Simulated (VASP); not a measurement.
# ZnO (P6_3mc) in VASP: notebook

Runs on ZnO. Level: PBEsol. Tasks: single point.

All numbers are computed with VASP 6.6.1; they aren't measurements. Logs are shortened: lines on timing, memory, paths and dates and some standing lists are left out, and cuts for length are marked.

### 1 The cell of the first run

The structure is hexagonal, space group P6_3mc (No. 186). Conventional cell: a = 3.260 Å, b = 3.260 Å, c = 5.122 Å, α = 90.00°, β = 90.00°, γ = 120.00°. Within 2.4 Å of Zn (site symmetry 3m) lie 4 O at 1.79 to 2.04 Å. Within 2.4 Å of O (site symmetry 3m) lie 4 Zn at 1.79 to 2.04 Å.

### 2 Single point, PBEsol (c/a of the conventional cell at fixed volume 1.5712)

The input, INCAR:

```
SYSTEM = ZnO
ALGO = Normal
EDIFF = 1E-6
ENCUT = 520
GGA = PS
ISIF = 2
ISMEAR = 0
LASPH = .True.
LCHARG = .False.
LREAL = .False.
LWAVE = .False.
NBANDS = 26
NELM = 100
PREC = Accurate
SIGMA = 0.05
```

The input, KPOINTS:

```
k-points
0
Gamma
  9 9 6
  0 0 0
```

The input, POSCAR:

```
ZnO
1.0
    3.2601408460      0.0000000000      0.0000000000
   -1.6300704230      2.8233647925      0.0000000000
    0.0000000000      0.0000000000      5.1223332972
Zn O
2 2
Direct
    0.3333333333      0.6666666667      0.0015754469
    0.6666666667      0.3333333333      0.5015754469
    0.3333333333      0.6666666667      0.3503636909
    0.6666666667      0.3333333333      0.8503636909
```

Potentials or basis: VASP PAW PBE potentials, release 64 (Zn, O).

On the command line:

```console
$ cat potpaw_PBE.64/Zn/POTCAR potpaw_PBE.64/O/POTCAR > POTCAR
$ mpirun -np 1 vasp_std > vasp.out
```

OUTCAR:

```text
SYSTEM = ZnO
   EDIFF = 1E-6
   ENCUT = 520
   GGA = PS
   ISIF = 2
   ISMEAR = 0
   LASPH = .True.
   LREAL = .False.
   NELM = 100
   PREC = Accurate

 ion  position               nearest neighbor table
   1  0.333  0.667  0.002-   3 1.79   4 2.04   4 2.04   4 2.04
   2  0.667  0.333  0.502-   4 1.79   3 2.04   3 2.04   3 2.04
   3  0.333  0.667  0.350-   1 1.79   2 2.04   2 2.04   2 2.04
   4  0.667  0.333  0.850-   2 1.79   1 2.04   1 2.04   1 2.04

  LATTYP: Found a hexagonal cell.
 ALAT       =     3.2601408460
 C/A-ratio  =     1.5712000000

  Lattice vectors:

 A1 = (   3.2601408460,   0.0000000000,   0.0000000000)
 A2 = (  -1.6300704230,   2.8233647925,   0.0000000000)
 A3 = (   0.0000000000,   0.0000000000,   5.1223332972)

Analysis of symmetry for initial positions (statically):
=====================================================================
 Subroutine PRICEL returns:
 Original cell was already a primitive cell.

 Routine SETGRP: Setting up the symmetry group for a
 hexagonal supercell.

 Subroutine GETGRP returns: Found 12 space group operations
 (whereof  6 operations were pure point group operations)
 out of a pool of 24 trial point group operations.

The static configuration has the point symmetry C_3v.
 The point group associated with its full space group is C_6v.

Analysis of symmetry for dynamics (positions and initial velocities):
=====================================================================
 Subroutine PRICEL returns:
 Original cell was already a primitive cell.

 Routine SETGRP: Setting up the symmetry group for a
 hexagonal supercell.

 Subroutine GETGRP returns: Found 12 space group operations
 (whereof  6 operations were pure point group operations)
 out of a pool of 24 trial point group operations.

The dynamic configuration has the point symmetry C_3v.
 The point group associated with its full space group is C_6v.

 Subroutine INISYM returns: Found 12 space group operations
 (whereof  6 operations are pure point group operations),
 and found     1 'primitive' translations

----------------------------------------------------------------------------------------

                                     Primitive cell

  volume of cell :      47.1489

[... 83 lines left out ...]
   PREC   = accura    normal or accurate (medium, high low for compatibility)
   ISTART =      0    job   : 0-new  1-cont  2-samecut
   ICHARG =      2    charge: 1-file 2-atom 10-const
   ISPIN  =      1    spin polarized calculation?
   LNONCOLLINEAR =      F non collinear calculations
   LSORBIT =      F    spin-orbit coupling
   LASPH  =      T    aspherical Exc in radial PAW
   ENCUT  =  520.0 eV  38.22 Ry    6.18 a.u.   6.06  6.06  9.52*2*pi/ulx,y,z
   NELM   =    100;   NELMIN=  2; NELMDL= -5     # of ELM steps
   EDIFF  = 0.1E-05   stopping-criterion for ELM
   LREAL  =      F    real-space projection
   EDIFFG = 0.1E-04   stopping-criterion for IOM
   NSW    =      0    number of steps for IOM
   IBRION =     -1    ionic relax: 0-MD 1-quasi-New 2-CG
   NFREE  =      0    steps in history (QN), initial steepest desc. (CG)
   ISIF   =      2    stress and relaxation
   ISYM   =      2    0-nonsym 1-usesym 2-fastsym
   POTIM  = 0.5000    time-step for ionic-motion
   TEBEG  =    0.0;   TEEND  =   0.0 temperature during run
   PSTRESS=    0.0 pullay stress
   NELECT =      36.0000    total number of electrons
   NUPDOWN=      -1.0000    fix difference up-down
   EMIN   =  10.00;   EMAX   =-10.00  energy-range for DOS
   EFERMI =   0.00;   METHOD = LEGACY
   ISMEAR =     0;   SIGMA  =   0.05  broadening in eV -4-tet -1-fermi 0-gaus
   EFERMI_NEDOS =   21; number of points for ismear=-14 and -15
   IALGO  =     38    algorithm
   IMIX   =      4    mixing-type and parameters
     AMIX     =   0.40;   BMIX     =  1.00
     AMIX_MAG =   1.60;   BMIX_MAG =  1.00
  volume/ion in A,a.u.               =      11.79        79.54
  Fermi-wavevector in a.u.,A,eV,Ry     =   1.496300  2.827597 30.462260  2.238913
  Thomas-Fermi vector in A             =   2.608334
   LORBIT       =      0    0 simple, 1 ext, 2 COOP (PROOUT), +10 PAW based schemes
   GGA     = PS    functional components
   LHFCALC =     F    Hartree Fock is set to
   AEXX    =    0.0000 exact exchange contribution
   IVDW    =     0    specifies the selected vdW correction
   LEPSILON=     F    determine dielectric tensor
   LRPA    =     F    only Hartree local field effects (RPA)
 non-spin polarized calculation
 Gauss-broadening in eV      SIGMA  =   0.05
  energy-cutoff  :      520.00
  volume of cell :       47.15
 maximum number of plane-waves:      1296
   NGX = 13   NGY = 13   NGZ = 19

 number of electron      36.0000035 magnetization

 Free energy of the ion-electron system (eV)
  ---------------------------------------------------
  ext. energy  EPLUGINS =         0.00000000
  ---------------------------------------------------
  free energy    TOTEN  =       -19.03445128 eV

  energy without entropy =      -19.03445128  energy(sigma->0) =      -19.03445128

 E-fermi :   1.4075     XC(G=0): -11.2294

 val. band max:        1.1466899518   @ k =   0.0000   0.0000   0.0000
 cond. band min:       1.9346425470   @ k =   0.0000   0.0000   0.0000
 fundamental gap:      0.7879525952
 Fermi energy:         1.4074538465

 k-point     1 :       0.0000    0.0000    0.0000
  band No.  band energies     occupation
      1     -17.0706      2.00000
      2     -16.2525      2.00000
      3      -4.9984      2.00000
      4      -4.8236      2.00000
      5      -4.5588      2.00000
      6      -4.5588      2.00000
[... 685 lines left out ...]
     25      14.5054      0.00000
     26      15.6422      0.00000

 [... further k-points ...]
[... 5 lines left out ...]
  --------------------------------------------------------------------------------------
  -------------------------------------------------------------------------------------
  Total       -1.5219393     -1.5219393      7.7832931      0.0000000      0.0000000      0.0000000
  in kB      -51.7174034    -51.7174034    264.4860547      0.0000000      0.0000000      0.0000000
  external PRESSURE =      53.6837493 kB  Pullay stress =       0.0000000 kB

 VOLUME and BASIS-vectors are now :
 -----------------------------------------------------------------------------
  energy-cutoff  :      520.00
  volume of cell :       47.15
      direct lattice vectors                 reciprocal lattice vectors
     3.260140846  0.000000000  0.000000000     0.306735214  0.177093658  0.000000000
    -1.630070423  2.823364793  0.000000000     0.000000000  0.354187317  0.000000000
     0.000000000  0.000000000  5.122333297     0.000000000  0.000000000  0.195223532

 POSITION                                       TOTAL-FORCE (eV/Angst)
 -----------------------------------------------------------------------------------
     -0.00000      1.88224      0.00807         0.000000      0.000000     -2.347566
      1.63007      0.94112      2.56924        -0.000000      0.000000     -2.347566
     -0.00000      1.88224      1.79468        -0.000000      0.000000      2.347566
      1.63007      0.94112      4.35585         0.000000     -0.000000      2.347566
 -----------------------------------------------------------------------------------
    total drift:                                0.000000      0.000001      0.002433

  FREE ENERGIE OF THE ION-ELECTRON SYSTEM (eV)
  ---------------------------------------------------
  free  energy   TOTEN  =       -19.0344512773 eV

  energy  without entropy=      -19.0344512773  energy(sigma->0) =      -19.03445128
```

OSZICAR:

```text
N       E                     dE             d eps       ncg     rms          rms(c)
DAV:   1     0.294626674165E+03    0.29463E+03   -0.18057E+04  2520   0.201E+03
DAV:   2     0.101983397574E+02   -0.28443E+03   -0.26751E+03  2568   0.410E+02
DAV:   3    -0.213160799306E+02   -0.31514E+02   -0.31075E+02  2734   0.140E+02
DAV:   4    -0.219509476517E+02   -0.63487E+00   -0.63332E+00  2764   0.200E+01
DAV:   5    -0.219540609137E+02   -0.31133E-02   -0.31131E-02  2704   0.147E+00    0.155E+01
DAV:   6    -0.189031949355E+02    0.30509E+01   -0.57525E+00  3896   0.620E+01    0.991E+00
DAV:   7    -0.190854176298E+02   -0.18222E+00   -0.27272E+00  2600   0.163E+01    0.584E+00
DAV:   8    -0.190838326661E+02    0.15850E-02   -0.51895E-01  3442   0.699E+00    0.170E+00
DAV:   9    -0.190326207043E+02    0.51212E-01   -0.94879E-02  3650   0.615E+00    0.363E-01
DAV:  10    -0.190344320121E+02   -0.18113E-02   -0.37214E-02  2532   0.133E+00    0.114E-01
DAV:  11    -0.190344302625E+02    0.17496E-05   -0.57953E-04  2688   0.212E-01    0.265E-02
DAV:  12    -0.190344563236E+02   -0.26061E-04   -0.24133E-05  2586   0.419E-02    0.237E-02
DAV:  13    -0.190344527760E+02    0.35477E-05   -0.69039E-06  2804   0.247E-02    0.932E-03
DAV:  14    -0.190344513827E+02    0.13932E-05   -0.17315E-06  2012   0.242E-02    0.311E-03
DAV:  15    -0.190344512773E+02    0.10541E-06   -0.15820E-06  1454   0.126E-02
   1 F= -.19034451E+02 E0= -.19034451E+02  d E =-.894074E-16
```

Run time: 20 s. Hardware: 1 thread of Intel Xeon 6975P-C (Granite Rapids), shared host; peak memory 0.18 GiB.

Results:

```
Free energy            : -19.0345 eV
Pressure               : 5.4 GPa
Largest force          : 2.348 eV/Å
Band gap on the k mesh : 0.79 eV, direct
```

Forces in eV/Å, atoms in the order of the input:
```
Zn   0.000  0.000 -2.348
Zn   0.000  0.000 -2.348
O    0.000  0.000  2.348
O    0.000  0.000  2.348
```

Levels at points of the mesh, in eV from the valence-band top:
```tsv
k point	band 14	band 15	band 16	band 17	band 18	band 19	band 20	band 21	band 22	band 23
(0.00, 0.00, 0.00)	-1.23	-1.23	-0.05	-0.05	0.00	0.79	5.21	8.51	12.65	12.65
(0.00, 0.00, 0.50)	-2.24	-0.63	-0.63	-0.63	-0.63	3.39	3.39	10.52	10.52	12.96
```

Caveat: the PAW data sets were made with another functional, which shifts forces and pressure a little.

### 3 Single point, PBEsol (c/a of the conventional cell at fixed volume 1.6142)

The input, INCAR:

```
PREC = Accurate
ENCUT = 520
EDIFF = 1E-6
ISMEAR = 0
SIGMA = 0.05
LREAL = F
LASPH = T
NELM = 60
ALGO = Normal
ISIF = 2
LWAVE = F
LCHARG = F
GGA = PS
NBANDS = 26
```

The input, KPOINTS:

```
regular mesh
0
Gamma
  9 9 6
```

The input, POSCAR:

```
ZnO
1.0
    3.2309318303      0.0000000000      0.0000000000
   -1.6154659151      2.7980690429      0.0000000000
    0.0000000000      0.0000000000      5.2153681419
Zn O
2 2
Direct
    0.3333333333      0.6666666667      0.0015754469
    0.6666666667      0.3333333333      0.5015754469
    0.3333333333      0.6666666667      0.4257754335
    0.6666666667      0.3333333333      0.9257754335
```

Potentials or basis: VASP PAW PBE potentials, release 64 (Zn, O).

On the command line:

```console
$ cat potpaw_PBE.64/Zn/POTCAR potpaw_PBE.64/O/POTCAR > POTCAR
$ mpirun -np 1 vasp_std > vasp.out
```

Run time: 18 s. Hardware: 1 thread of Intel Xeon 6975P-C (Granite Rapids), shared host; peak memory 0.18 GiB.

The run converged. Its results:

```
Free energy            : -19.1905 eV
Pressure               : 3.7 GPa
Largest force          : 0.680 eV/Å
Band gap on the k mesh : 0.75 eV, direct
```

Forces in eV/Å, atoms in the order of the input:
```
Zn   0.000  0.000  0.680
Zn   0.000  0.000  0.680
O    0.000  0.000 -0.680
O    0.000  0.000 -0.680
```

Stress tensor (GPa, compression positive):
```
 8.22  0.00  0.00
 0.00  8.22  0.00
 0.00  0.00 -5.29
```

Levels at points of the mesh, in eV from the valence-band top:
| k point | band 14 | band 15 | band 16 | band 17 | band 18 | band 19 | band 20 | band 21 | band 22 | band 23 |
| --- | --- | --- | --- | --- | --- | --- | --- | --- | --- | --- |
| (0.00, 0.00, 0.00) | -0.63 | -0.50 | -0.50 | 0.00 | 0.00 | 0.75 | 4.88 | 7.87 | 12.68 | 12.68 |
| (0.00, 0.00, 0.50) | -2.49 | -0.25 | -0.25 | -0.25 | -0.25 | 3.30 | 3.30 | 9.63 | 9.63 | 12.94 |

Caveat: the PAW data sets were made with another functional, which shifts forces and pressure a little.

### 4 Single point, PBEsol (c/a of the conventional cell at fixed volume 1.7003)

The input, INCAR:

```
PREC = Accurate ; ENCUT = 520
EDIFF = 1E-6 ; ISMEAR = 0
SIGMA = 0.05 ; LREAL = False
LASPH = True ; NELM = 100
ALGO = Normal ; ISIF = 2
LWAVE = False ; LCHARG = True
GGA = PS ; LELF = True
LVHAR = True ; NBANDS = 26
```

KPOINTS is that of step 3.

The input, POSCAR:

```
ZnO
1.0
    3.1754479730      0.0000000000      0.0000000000
   -1.5877239865      2.7500186130      0.0000000000
    0.0000000000      0.0000000000      5.3992141884
Zn O
2 2
Direct
    0.3333333333      0.6666666667      0.0015754469
    0.6666666667      0.3333333333      0.5015754469
    0.3333333333      0.6666666667      0.3352736727
    0.6666666667      0.3333333333      0.8352736727
```

On the command line:

```console
$ cat potpaw_PBE.64/Zn/POTCAR potpaw_PBE.64/O/POTCAR > POTCAR
$ mpirun -np 1 vasp_std > vasp.out
```

It took 72 s on 1 thread of AMD EPYC 7R43 (Zen 3), shared host; peak memory 0.15 GiB.

The run converged. Its results:

| Item | Value |
| --- | --- |
| Free energy | -19.0677 eV |
| Pressure | 2.5 GPa |
| Largest force | 2.130 eV/Å |
| Band gap on the k mesh | 0.78 eV, direct |

Forces on the atoms (eV/Å):
```
Zn   0.000  0.000 -2.130
Zn   0.000  0.000 -2.130
O    0.000  0.000  2.130
O    0.000  0.000  2.130
```

Stress tensor (GPa, compression positive):
```
-3.51  0.00  0.00
 0.00 -3.51  0.00
 0.00  0.00 14.46
```

Levels at points of the mesh, in eV from the valence-band top:
```csv
k point,band 15,band 16,band 17,band 18,band 19,band 20,band 21,band 22
"(0.00, 0.00, 0.00)",-1.09,-0.25,0.00,0.00,0.78,5.59,7.89,13.44
"(0.00, 0.00, 0.50)",-0.54,-0.54,-0.54,-0.54,3.35,3.35,10.13,10.13
```

Caveat: the PAW data sets were made with another functional, which shifts forces and pressure a little.

[end of part 1 of 2]
